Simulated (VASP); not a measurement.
Input of a VASP 6.6.1 run:

Contents of INCAR:

```
ALGO = Normal
EDIFF = 1E-6
ENCUT = 520
GGA = PS
ISIF = 2
ISMEAR = 0
ISPIN = 2
LASPH = True
LCHARG = False
LMAXMIX = 4
LORBIT = 11
LREAL = False
LWAVE = False
MAGMOM = 5 0 0 0 0 0 0 0 0 0 0 0
NBANDS = 66
NELM = 150
PREC = Accurate
SIGMA = 0.05
```

KPOINTS

```
k-points
0
Gamma
  4 4 3
```

POSCAR

```
Sn3IrO8
1.0
    4.7373500000      0.0000000000      0.0000000000
    0.0000000000      4.7373500000      0.0000000000
    0.0000000000      0.0000000000      6.3728000000
Ir Sn O
1 3 8
Direct
    1.0000000000      1.0000000000      0.0000000000
    1.0000000000      1.0000000000      0.5000000000
    0.5000000000      0.5000000000      0.2480852912
    0.5000000000      0.5000000000      0.7519147088
    0.2968981925      0.2968981925      0.0000000000
    0.3076883062      0.3076883062      0.5000000000
    0.1906566102      0.8093433898      0.2437520800
    0.1906566102      0.8093433898      0.7562479200
    0.7031018075      0.7031018075      0.0000000000
    0.6923116938      0.6923116938      0.5000000000
    0.8093433898      0.1906566102      0.2437520800
    0.8093433898      0.1906566102      0.7562479200
```

Potentials or basis: VASP PAW PBE potentials, release 64 (Ir, Sn_d, O).

Launch:

```sh
$ cat potpaw_PBE.64/Ir/POTCAR potpaw_PBE.64/Sn_d/POTCAR potpaw_PBE.64/O/POTCAR > POTCAR
$ mpirun -np 1 vasp_std > vasp.out
```

(1) Estimate the largest force.

(2) What does it give for the net moment?

(3) Estimate the band gap on the k mesh.

## Answers

(1) 0.086 eV/Å.

(2) 0.99 μB per cell.

(3) zero (filled and empty bands overlap).

Caveat: the PAW data sets were made with another functional, which shifts forces and pressure a little; spin-orbit coupling is left out, which moves the levels of the heavy elements; the moment fell far below its start of 5 μB, so a state of higher moment may lie lower in energy.
